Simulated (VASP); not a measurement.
# V4Ir (Fmmm) in VASP: notebook, part 2 of 2

VASP 6.6.1. Earlier steps stand in the parts before.

**6. Single point, PBE, collinear spin, ferromagnetic start**

INCAR reads:

```
ALGO = Fast ; EDIFF = 1E-6
ENCUT = 520 ; GGA = PE
ISIF = 2 ; ISMEAR = 0
ISPIN = 2 ; LASPH = True
LCHARG = False ; LMAXMIX = 4
LORBIT = 11 ; LREAL = False
LWAVE = False ; MAGMOM = 2 2 2 2 0
NBANDS = 42 ; NELM = 150
PREC = Accurate ; SIGMA = 0.1
```

KPOINTS reads:

```
k-points
0
Gamma
  6 6 6
```

POSCAR reads:

```
V4Ir
1.0
    0.0000000000      2.2071380000     10.3060750000
    1.5098600000      0.0000000000     10.3060750000
    1.5098600000      2.2071380000      0.0000000000
V Ir
4 1
Direct
    0.3971470000      0.3971470000      0.6028530000
    0.7994890000      0.7994890000      0.2005110000
    0.2005110000      0.2005110000      0.7994890000
    0.6028530000      0.6028530000      0.3971470000
    0.0000000000      0.0000000000      0.0000000000
```

Potentials or basis: VASP PAW PBE potentials, release 64 (V_sv, Ir).

The run is started by

```sh
$ cat potpaw_PBE.64/V_sv/POTCAR potpaw_PBE.64/Ir/POTCAR > POTCAR
$ mpirun -np 1 vasp_std > vasp.out
```

OUTCAR:

```text
EDIFF = 1E-6
   ENCUT = 520
   GGA = PE
   ISIF = 2
   ISMEAR = 0
   ISPIN = 2
   LASPH = True
   LORBIT = 11
   LREAL = False
   NELM = 150
   PREC = Accurate

 ion  position               nearest neighbor table
   1  0.397  0.397  0.603-   2 2.52   2 2.52   5 2.60   5 2.60   5 3.06   5 3.06
   2  0.799  0.799  0.201-   1 2.52   1 2.52   3 2.54   3 2.54
   3  0.201  0.201  0.799-   4 2.52   4 2.52   2 2.54   2 2.54
   4  0.603  0.603  0.397-   3 2.52   3 2.52   5 2.60   5 2.60   5 3.06   5 3.06
   5  0.000  0.000  0.000-   4 2.60   4 2.60   1 2.60   1 2.60   1 3.06   4 3.06   4 3.06   1 3.06

  LATTYP: Found a face centered orthorhombic cell.
 ALAT       =     3.0197200000
 B/A-ratio  =     1.4618163273
 C/A-ratio  =     6.8258480919

  Lattice vectors:

 A1 = (   0.0000000000,   2.2071380000,  10.3060750000)
 A2 = (   1.5098600000,   0.0000000000,  10.3060750000)
 A3 = (   1.5098600000,   2.2071380000,   0.0000000000)

Analysis of symmetry for initial positions (statically):
=====================================================================
 Subroutine PRICEL returns:
 Original cell was already a primitive cell.

 Routine SETGRP: Setting up the symmetry group for a
 face centered orthorhombic supercell.

 Subroutine GETGRP returns: Found  8 space group operations
 (whereof  8 operations were pure point group operations)
 out of a pool of  8 trial point group operations.

The static configuration has the point symmetry D_2h.

Analysis of symmetry for dynamics (positions and initial velocities):
=====================================================================
 Subroutine PRICEL returns:
 Original cell was already a primitive cell.

 Routine SETGRP: Setting up the symmetry group for a
 face centered orthorhombic supercell.

 Subroutine GETGRP returns: Found  8 space group operations
 (whereof  8 operations were pure point group operations)
 out of a pool of  8 trial point group operations.

The dynamic configuration has the point symmetry D_2h.

Analysis of structural, dynamic, and magnetic symmetry:
=====================================================================
 Subroutine PRICEL returns:
 Original cell was already a primitive cell.

 Routine SETGRP: Setting up the symmetry group for a
 face centered orthorhombic supercell.

 Subroutine GETGRP returns: Found  8 space group operations
 (whereof  8 operations were pure point group operations)
 out of a pool of  8 trial point group operations.

The overall configuration has the point symmetry D_2h.

 Subroutine INISYM returns: Found  8 space group operations
 (whereof  8 operations are pure point group operations),
 and found     1 'primitive' translations

----------------------------------------------------------------------------------------

                                     Primitive cell

  volume of cell :      68.6894

  direct lattice vectors                    reciprocal lattice vectors
     0.000000000  2.207138000 10.306075000    -0.331156531  0.226537715  0.048515075
     1.509860000  0.000000000 10.306075000     0.331156531 -0.226537715  0.048515075
     1.509860000  2.207138000  0.000000000     0.331156531  0.226537715 -0.048515075

  length of vectors
    10.539764706 10.416086555  2.674160685     0.404150587  0.404150587  0.404150587

  position of ions in fractional coordinates (direct lattice)
     0.397147000  0.397147000  0.602853000
     0.799489000  0.799489000  0.200511000
[... 85 lines left out ...]
   EDIFFG = 0.1E-04   stopping-criterion for IOM
   NSW    =      0    number of steps for IOM
   IBRION =     -1    ionic relax: 0-MD 1-quasi-New 2-CG
   NFREE  =      0    steps in history (QN), initial steepest desc. (CG)
   ISIF   =      2    stress and relaxation
   ISYM   =      2    0-nonsym 1-usesym 2-fastsym
   POTIM  = 0.5000    time-step for ionic-motion
   TEBEG  =    0.0;   TEEND  =   0.0 temperature during run
   PSTRESS=    0.0 pullay stress
   NELECT =      61.0000    total number of electrons
   NUPDOWN=      -1.0000    fix difference up-down
   EMIN   =  10.00;   EMAX   =-10.00  energy-range for DOS
   EFERMI =   0.00;   METHOD = LEGACY
   ISMEAR =     0;   SIGMA  =   0.10  broadening in eV -4-tet -1-fermi 0-gaus
   EFERMI_NEDOS =   21; number of points for ismear=-14 and -15
   IALGO  =     68    algorithm
   IMIX   =      4    mixing-type and parameters
     AMIX     =   0.40;   BMIX     =  1.00
     AMIX_MAG =   1.60;   BMIX_MAG =  1.00
  volume/ion in A,a.u.               =      13.74        92.71
  Fermi-wavevector in a.u.,A,eV,Ry     =   1.573578  2.973631 33.690037  2.476148
  Thomas-Fermi vector in A             =   2.674841
   LORBIT       =     11    0 simple, 1 ext, 2 COOP (PROOUT), +10 PAW based schemes
   GGA     = PE    functional components
   LHFCALC =     F    Hartree Fock is set to
   AEXX    =    0.0000 exact exchange contribution
   IVDW    =     0    specifies the selected vdW correction
   LEPSILON=     F    determine dielectric tensor
   LRPA    =     F    only Hartree local field effects (RPA)
 spin polarized calculation
 RMM-DIIS sequential band-by-band and
 Gauss-broadening in eV      SIGMA  =   0.10
  energy-cutoff  :      520.00
  volume of cell :       68.69
 maximum number of plane-waves:      1877
 NGX is ok and might be reduce to    80
   NGX = 39   NGY = 39   NGZ =  9

 number of electron      61.0000009 magnetization       0.0040036

 number of electron      61.0000009 magnetization      -0.0002650

 Free energy of the ion-electron system (eV)
  ---------------------------------------------------
  ext. energy  EPLUGINS =         0.00000000
  ---------------------------------------------------
  free energy    TOTEN  =       -45.54508506 eV

  energy without entropy =      -45.51494028  energy(sigma->0) =      -45.53001267

 E-fermi :   9.7635     XC(G=0): -13.0761

 val. band max:        9.7598523478   @ k =   0.5000   0.5000   0.0000
 cond. band min:       9.7708204786   @ k =   0.0000   0.5000   0.5000
 fundamental gap:      0.0109681308
 Fermi energy:         9.7635424268

 spin component 1

 k-point     1 :       0.0000    0.0000    0.0000
  band No.  band energies     occupation
      1     -54.2882      1.00000
      2     -54.2847      1.00000
      3     -53.8835      1.00000
      4     -53.7648      1.00000
      5     -28.3409      1.00000
      6     -28.2495      1.00000
[... 1069 lines left out ...]
     41      12.1493      0.00000
     42      12.5098      0.00000

 [... further k-points ...]

 spin component 2

 k-point     1 :       0.0000    0.0000    0.0000
  band No.  band energies     occupation
      1     -54.2885      1.00000
      2     -54.2851      1.00000
      3     -53.8831      1.00000
      4     -53.7644      1.00000
      5     -28.3411      1.00000
      6     -28.2498      1.00000
[... 1069 lines left out ...]
     41      12.1504      0.00000
     42      12.2014      0.00000

 [... further k-points ...]
[... 5 lines left out ...]
  --------------------------------------------------------------------------------------
  -------------------------------------------------------------------------------------
  Total        0.5805466     -0.3952907     -0.7182505      0.0000000      0.0000000      0.0000000
  in kB       13.5412327     -9.2201445    -16.7531713      0.0000000      0.0000000      0.0000000
  external PRESSURE =      -4.1440277 kB  Pullay stress =       0.0000000 kB

 VOLUME and BASIS-vectors are now :
 -----------------------------------------------------------------------------
  energy-cutoff  :      520.00
  volume of cell :       68.69
      direct lattice vectors                 reciprocal lattice vectors
     0.000000000  2.207138000 10.306075000    -0.331156531  0.226537715  0.048515075
     1.509860000  0.000000000 10.306075000     0.331156531 -0.226537715  0.048515075
     1.509860000  2.207138000  0.000000000     0.331156531  0.226537715 -0.048515075

 POSITION                                       TOTAL-FORCE (eV/Angst)
 -----------------------------------------------------------------------------------
      1.50986      2.20714      8.18605         0.000000      0.000000      0.008108
      1.50986      2.20714     16.47919         0.000000      0.000000      0.097547
      1.50986      2.20714      4.13296         0.000000      0.000000     -0.097547
      1.50986      2.20714     12.42610         0.000000      0.000000     -0.008108
      0.00000      0.00000      0.00000         0.000000      0.000000      0.000000
 -----------------------------------------------------------------------------------
    total drift:                                0.000000      0.000000     -0.000000

  FREE ENERGIE OF THE ION-ELECTRON SYSTEM (eV)
  ---------------------------------------------------
  free  energy   TOTEN  =       -45.5450850584 eV

  energy  without entropy=      -45.5149402793  energy(sigma->0) =      -45.53001267

 total charge

# of ion       s       p       d       tot
------------------------------------------
    1        2.323   6.222   3.056  11.602
    2        2.339   6.230   3.075  11.644
    3        2.339   6.230   3.075  11.644
    4        2.323   6.222   3.056  11.602
    5        0.713   0.700   6.999   8.412
--------------------------------------------------
tot         10.037  25.605  19.262  54.904

 magnetization (x)

# of ion       s       p       d       tot
------------------------------------------
    1       -0.000  -0.000  -0.000  -0.000
    2        0.000   0.000   0.000   0.000
    3        0.000   0.000   0.000   0.000
    4       -0.000  -0.000  -0.000  -0.000
    5       -0.000  -0.000  -0.000  -0.000
--------------------------------------------------
tot          0.000   0.000   0.000   0.000
```

OSZICAR:

```text
N       E                     dE             d eps       ncg     rms          rms(c)
DAV:   1     0.903705125380E+03    0.90371E+03   -0.34952E+04  8000   0.165E+03
DAV:   2    -0.335048555897E+01   -0.90706E+03   -0.87669E+03  7748   0.567E+02
DAV:   3    -0.490179281960E+02   -0.45667E+02   -0.43037E+02  9536   0.143E+02
DAV:   4    -0.503792657013E+02   -0.13613E+01   -0.13161E+01  9754   0.236E+01
[... 13 lines left out ...]
RMM:  18    -0.455450397960E+02   -0.60867E-04   -0.18752E-04 10986   0.558E-02    0.340E-02
RMM:  19    -0.455450701146E+02   -0.30319E-04   -0.69380E-05 10541   0.344E-02    0.168E-02
RMM:  20    -0.455450806791E+02   -0.10565E-04   -0.28422E-05  9887   0.199E-02    0.884E-03
RMM:  21    -0.455450844484E+02   -0.37693E-05   -0.80256E-06  8382   0.123E-02    0.431E-03
RMM:  22    -0.455450850584E+02   -0.60996E-06   -0.25305E-06  6869   0.650E-03
   1 F= -.45545085E+02 E0= -.45530013E+02  d E =-.301448E-01  mag=    -0.0003
```

stdout:

```text
POSCAR found type information on POSCAR V Ir
 POSCAR found :  2 types and       5 ions
 scaLAPACK will be used
 LDA part: xc-table for (Slater+PW92), standard interpolation
 POSCAR, INCAR and KPOINTS ok, starting setup
 FFT: planning ... GRIDC
 FFT: planning ... GRID_SOFT
 FFT: planning ... GRID
 WAVECAR not read
 entering main loop
```

It took 35 min on 1 thread of AMD EPYC 9755, shared host; peak memory 0.49 GiB.

What came out:

```
Free energy                                           : -45.5451 eV
Pressure                                              : -0.4 GPa
Largest force                                         : 0.098 eV/Å
Net moment                                            : 0.00 μB per cell
Valence electrons inside the program's atomic spheres : V 11.60, 11.64 (each value once); Ir 8.41
```

Forces in eV/Å, atoms in the order of the input:
```
V    0.000  0.000  0.008
V    0.000  0.000  0.098
V    0.000  0.000 -0.098
V    0.000  0.000 -0.008
Ir   0.000  0.000  0.000
```

Stress tensor (GPa, compression positive):
```
 1.35  0.00  0.00
 0.00 -0.92  0.00
 0.00  0.00 -1.68
```

Levels at points of the mesh, in eV from the Fermi level:
Spin up:
| k point | band 28 | band 29 | band 30 | band 31 | band 32 | band 33 |
| --- | --- | --- | --- | --- | --- | --- |
| (0.00, 0.00, 0.00) | -0.38 | -0.18 | -0.09 | 0.38 | 0.51 | 0.60 |
| (0.50, 0.00, 0.00) | -0.76 | -0.19 | 0.16 | 0.17 | 0.55 | 1.23 |
| (0.50, 0.50, 0.00) | -0.42 | -0.38 | 0.00 | 0.13 | 0.32 | 0.57 |
| (0.50, 0.00, 0.50) | -0.29 | -0.25 | 0.63 | 1.19 | 1.67 | 2.37 |
| (0.00, 0.50, 0.50) | -0.34 | 0.01 | 0.65 | 1.30 | 1.46 | 1.67 |
Spin down:
```tsv
k point	band 26	band 27	band 28	band 29	band 30	band 31	band 32	band 33	band 34	band 35
(0.00, 0.00, 0.00)	-1.00	-0.64	-0.38	-0.18	-0.09	0.38	0.51	0.60	0.67	0.86
(0.50, 0.00, 0.00)	-1.19	-0.85	-0.76	-0.19	0.16	0.17	0.55	1.23	1.69	1.91
(0.50, 0.50, 0.00)	-0.95	-0.76	-0.42	-0.38	0.00	0.14	0.32	0.57	0.59	1.63
(0.50, 0.00, 0.50)	-1.53	-0.70	-0.29	-0.25	0.63	1.19	1.67	2.37	2.38	2.39
(0.00, 0.50, 0.50)	-1.09	-0.41	-0.34	0.01	0.65	1.30	1.46	1.67	1.73	2.23
```

Caveat: the k points lie up to 0.42 Å⁻¹ apart; the moments typed at the start vanished in this run; spin-orbit coupling is left out, which moves the levels of the heavy elements.

**7. The runs side by side**

```csv
level,potentials or basis,spin,k mesh,smearing,gap on the mesh (eV),pressure (GPa),largest force (eV/Å)
PBE,"VASP PAW PBE potentials, release 64 (V_sv, Ir)",off,2 × 2 × 2,gaussian 0.0056 eV,none,-1.9,0.44
PBEsol,"VASP PAW PBE potentials, release 64 (V_sv, Ir)",off,2 × 2 × 2,gaussian 0.1 eV,none,-9.6,0.42
LDA,"VASP PAW LDA potentials, release 64 (V_sv, Ir)",off,"2 × 2 × 2, shifted",gaussian 0.1 eV,none,-15.0,0.23
PBE,"VASP PAW PBE potentials, release 64 (V_sv, Ir)","collinear, ferromagnetic start",6 × 6 × 6,gaussian 0.1 eV,none,-0.4,0.10
```

Alike in all rows: task single point; cell as given; cutoff (eV) 520.

Caveats: all runs use coarse meshes; spin-orbit coupling is left out, which moves the levels of the heavy elements; the PAW data sets were made with another functional, which shifts forces and pressure a little (at least some runs); the moments typed at the start vanished in this run (at least some runs).

Total energies depend on the potentials used, so only differences within one code and one set of settings carry meaning.

The gap in the log of VASP goes by the Fermi energy; the results here count the filled bands.